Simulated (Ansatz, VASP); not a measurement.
## CdO: VASP beside Ansatz

INCAR

```
PREC = Accurate ; ENCUT = 600
EDIFF = 1E-6 ; ISMEAR = 0
SIGMA = 0.05 ; LREAL = F
LASPH = T ; NELM = 120
ALGO = Normal ; ISIF = 2
LWAVE = F ; LCHARG = F
GGA = PE ; IVDW = 13
NBANDS = 16 ; GGA_COMPAT = F
```

Contents of KPOINTS:

```
regular mesh
0
Gamma
  8 8 8
```

File POSCAR:

```
CdO
1.0
    0.0000000000      2.3790976023      2.3790976023
    2.3790976023      0.0000000000      2.3790976023
    2.3790976023      2.3790976023      0.0000000000
Cd O
1 1
Direct
    0.0000000000      0.0000000000      0.0000000000
    0.5000000000      0.5000000000      0.5000000000
```

Input for Ansatz:

```yaml
crystal:
  lattice:
    - [0.0, 2.3790976023, 2.3790976023]
    - [2.3790976023, 0.0, 2.3790976023]
    - [2.3790976023, 2.3790976023, 0.0]
  atoms:
    - { symbol: Cd, position: [0.0, 0.0, 0.0] }
    - { symbol: O, position: [0.5, 0.5, 0.5] }
basis:
  ecutwfc: 420
  ecutrho_ratio: 4
kpoints:
  mp_grid: { grid: [8, 8, 8] }
hamiltonian:
  xc: pbe
  dispersion: d4
scf:
  occupations: { method: gaussian, width: 0.05 }
output:
  forces: true
  stress: true
  eigenvalues: true
```

Alike in both runs: task single point; functional PBE; dispersion D4; k mesh 8 × 8 × 8; occupations gaussian, width 0.05 eV; no spin polarisation.

```csv
,VASP,Ansatz
version,VASP 6.6.1,Ansatz 0.2.0
potentials or method,"VASP PAW PBE potentials, release 64 (Cd, O), cutoff 600 eV","scalar-relativistic, plane waves, PAW"
valence electrons in the cell,18,26
```

|  | VASP | Ansatz | Ansatz less VASP |
| --- | --- | --- | --- |
| gap on the k mesh at the Fermi level (eV) | none | none | - |
| pressure (GPa) | -1.5 | -2.6 | -1.02 |

A gap of «none» marks a metal or a gap that the smearing closes. VASP's potentials hold 18 valence electrons a cell and Ansatz's 26, so a difference there can come from the potentials and not from the codes.
